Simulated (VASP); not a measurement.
BeC2, 3 atoms in the cell. It takes space group R-3m (No. 166, trigonal). Conventional cell: a = 4.310 Å, b = 4.310 Å, c = 6.137 Å, α = 90.00°, β = 90.00°, γ = 120.00°. Be (site symmetry -3m) has 14 C at 2.54 to 2.93 Å and 6 Be at 3.22 Å within 3.3 Å. C (site symmetry 3m) has 1 C at 1.04 Å within 1.4 Å.  This cell differs from its parent crystal: Ba replaced by Be, lengths x 0.805, strained.

| Item | Value |
| --- | --- |
| Program | VASP 6.6.1 |
| Task | single point |
| Functional | PBEsol |
| Potentials or basis | VASP PAW PBE potentials, release 64 (Be, C) |
| Cutoff | 520 eV |
| k mesh | 12 × 12 × 12 |
| Occupations | gaussian, width 0.01 eV |
| Spin | no spin polarisation |
| Dipole correction | no |
| Further INCAR settings | ALGO = Normal; EDIFF = 1e-07; NBANDS = 12 |

Potentials or basis: VASP PAW PBE potentials, release 64 (Be, C).

Run with:

```console
$ cat potpaw_PBE.64/Be/POTCAR potpaw_PBE.64/C/POTCAR > POTCAR
$ mpirun -np 1 vasp_std > vasp.out
```

Hardware: 1 thread of Intel Xeon 6975P-C (shared host).

Q: How long does it take, and how much memory?

A: It took 24 s on 1 thread of Intel Xeon 6975P-C, with other jobs on the host, peak memory 0.18 GiB. Counts: scf iterations 15, k points 189.
